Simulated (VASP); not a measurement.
Crystal: GaN.

```
Ga N
1.0
     3.18000    0.00000    0.00000
    -1.59000    2.75396    0.00000
     0.00000    0.00000    5.16600
Ga N
2 2
Direct
  0.33333 0.66667 0.00000
  0.66667 0.33333 0.50000
  0.33333 0.66667 0.37500
  0.66667 0.33333 0.87500
```

```yaml
Program: VASP 6.6.1
Task: relaxation of cell and atoms
Functional: LDA
Potentials_or_basis: VASP PAW LDA potentials, release 64 (Ga_d, N)
Cutoff: 600 eV
k_mesh: 10 × 10 × 6
Occupations: gaussian, width 0.01 eV
Spin: no spin polarisation
```

At the start: pressure -3.5 GPa; volume 11.31 Å³/atom.

Q: How do energy, volume and symmetry change on relaxing?

A: Over 31 steps the energy falls by 2.7 meV/atom and the volume is 11.11 Å³/atom (-1.8 %); space group P6_3mc (No. 186, to 0.05 Å).

The path:
| step | energy change (eV) | largest force (eV/Å) | pressure (GPa) | volume (Å³) |
| --- | --- | --- | --- | --- |
| 1 | 0.0000 | 0.1279 | -3.53 | 45.24 |
| 2 | -0.0002 | 0.1152 | 3.85 | 43.63 |
| 3 | -0.0109 | 0.0102 | 0.01 | 44.42 |
| 4 | -0.0108 | 0.0076 | 0.29 | 44.40 |
| 5 | -0.0107 | 0.0002 | -0.48 | 44.52 |
| 6 | -0.0109 | 0.0058 | -0.02 | 44.43 |
| 7 | -0.0109 | 0.0069 | -0.05 | 44.43 |
| 8 | -0.0109 | 0.0071 | 0.25 | 44.42 |
| 9 | -0.0109 | 0.0056 | -0.22 | 44.43 |
| 10 | -0.0109 | 0.0074 | 0.00 | 44.42 |
| 11 | -0.0109 | 0.0064 | 0.00 | 44.42 |
| 12 | -0.0109 | 0.0049 | -0.09 | 44.43 |
| 13 | -0.0109 | 0.0072 | -0.06 | 44.42 |
| 14 | -0.0109 | 0.0007 | 0.11 | 44.41 |
| 15 | -0.0109 | 0.0035 | 0.03 | 44.41 |
| 16 | -0.0109 | 0.0004 | 0.06 | 44.41 |
| 17 | -0.0109 | 0.0040 | 0.03 | 44.41 |
| 18 | -0.0109 | 0.0024 | 0.04 | 44.41 |
| 19 | -0.0109 | 0.0007 | 0.04 | 44.42 |
| 20 | -0.0109 | 0.0028 | 0.01 | 44.42 |
| 21 | -0.0109 | 0.0048 | 0.01 | 44.42 |
| 22 | -0.0109 | 0.0008 | 0.07 | 44.42 |
| 23 | -0.0109 | 0.0040 | -0.15 | 44.43 |
| 24 | -0.0109 | 0.0021 | 0.06 | 44.42 |
| 25 | -0.0109 | 0.0051 | 0.01 | 44.43 |
| 26 | -0.0109 | 0.0001 | -0.14 | 44.43 |
| 27 | -0.0109 | 0.0029 | 0.03 | 44.43 |
| 28 | -0.0109 | 0.0006 | -0.04 | 44.43 |
| 29 | -0.0109 | 0.0026 | -0.02 | 44.43 |
| 30 | -0.0109 | 0.0004 | -0.03 | 44.43 |
| 31 | -0.0109 | 0.0007 | 0.00 | 44.42 |

Final structure:
```
Ga N
1.0
     3.15708    0.00000    0.00000
    -1.57854    2.73411    0.00000
     0.00000    0.00000    5.14655
Ga N
2 2
Cartesian
  0.0000 1.8227 5.1429
  1.5785 0.9114 2.5696
  0.0000 1.8227 1.9336
  1.5785 0.9114 4.5069
```
